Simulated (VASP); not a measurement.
**Nd2CdC2: single point with PBE**

The system is Nd2CdC2.

```
Nd Cd C
1.0
     3.83346    0.00000    0.01701
     0.00000    6.92880    0.00000
    -1.45122    0.00000    7.47217
Nd Cd C
4 2 4
Direct
  0.77584 0.79956 0.05768
  0.11147 0.70159 0.59843
  0.88853 0.20159 0.40157
  0.22416 0.29956 0.94232
  0.39898 0.54427 0.28827
  0.60102 0.04427 0.71173
  0.68515 0.41463 0.67019
  0.31485 0.91463 0.32981
  0.32681 0.03995 0.19411
  0.67319 0.53995 0.80589
```

```
Program                : VASP 6.6.1
Task                   : single point
Functional             : PBE
Potentials or basis    : VASP PAW PBE potentials, release 64 (Nd_3, Cd, C), 4f in core
Cutoff                 : 600 eV
k mesh                 : 8 × 6 × 4
Occupations            : gaussian, width 0.1 eV
Spin                   : no spin polarisation
Dipole correction      : no
Further INCAR settings : ALGO = Normal; EDIFF = 1e-06; NBANDS = 53
```

| Quantity | Value |
| --- | --- |
| Pressure | 0.4 GPa |
| Largest force | 0.088 eV/Å |
| Band gap on the k mesh | zero (bands 42 and 43 overlap by 0.93 eV) |

Forces in eV/Å, atoms in the order of the input:
```
Nd   0.003  0.016  0.006
Nd  -0.005 -0.018  0.008
Nd   0.005 -0.018 -0.008
Nd  -0.003  0.016 -0.006
Cd   0.007 -0.006  0.000
Cd  -0.007 -0.006  0.000
C    0.011 -0.049 -0.065
C   -0.011 -0.049  0.065
C    0.019  0.057 -0.064
C   -0.019  0.057  0.064
```

Stress tensor (GPa, compression positive):
```
 0.32  0.00 -0.03
 0.00  0.50  0.00
-0.03  0.00  0.49
```

Levels at points of the mesh, in eV from the Fermi level:
```csv
k point,band 40,band 41,band 42,band 43,band 44,band 45
"(0.00, 0.00, 0.00)",-0.24,-0.04,0.14,0.29,0.60,1.58
"(0.50, 0.00, 0.00)",-1.39,-0.77,-0.66,0.48,0.50,1.37
"(0.00, 0.50, 0.00)",-0.49,-0.43,-0.43,0.74,0.74,1.48
"(0.50, 0.50, 0.00)",-1.56,-1.02,-1.02,-0.13,-0.13,1.18
"(0.00, 0.00, 0.50)",-0.48,-0.06,0.49,0.73,1.16,1.20
"(0.50, 0.00, 0.50)",-1.49,-0.69,-0.68,0.59,0.68,1.43
"(0.00, 0.50, 0.50)",-0.73,-0.41,-0.41,0.87,0.87,1.30
"(0.50, 0.50, 0.50)",-1.49,-0.91,-0.91,-0.09,-0.09,0.91
```

Wall time 8.7 min on 1 thread of AMD EPYC 9R45 96-Core Processor (Zen 5), with other jobs on the host, peak memory 0.83 GiB.

Caveat: spin-orbit coupling is left out, which moves the levels of the heavy elements; the 4f electrons are frozen in the core, so they carry no moment and show no levels. Spin polarisation is off, so any magnetic state and its effect on volume and gap are missing.
